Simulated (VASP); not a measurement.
**Al: single point with revPBE**

Al:

```
Al
1.0
     0.00000    2.03821    2.03821
     2.03821    0.00000    2.03821
     2.03821    2.03821    0.00000
Al
1
Direct
  0.00000 0.00000 0.00000
```

```yaml
Program: VASP 6.6.1
Task: single point
Functional: revPBE
Potentials_or_basis: VASP PAW PBE potentials, release 64 (Al)
Cutoff: 520 eV
k_mesh: 11 × 11 × 11
Occupations: fermi-dirac, width 0.05 eV
Spin: no spin polarisation
```

```
Pressure : -1.0 GPa
```

Levels at points of the mesh, in eV from the Fermi level:
```tsv
k point	band 1	band 2	band 3	band 4	band 5	band 6
(0.00, 0.00, 0.00)	-10.97	12.44	12.44	12.44	13.84	13.84
```

It took 3.3 s on 1 thread of Intel(R) Xeon(R) 6975P-C (Granite Rapids), with other jobs on the host, peak memory 0.12 GiB.

Caveat: the PAW data sets were made with another functional, which shifts forces and pressure a little.
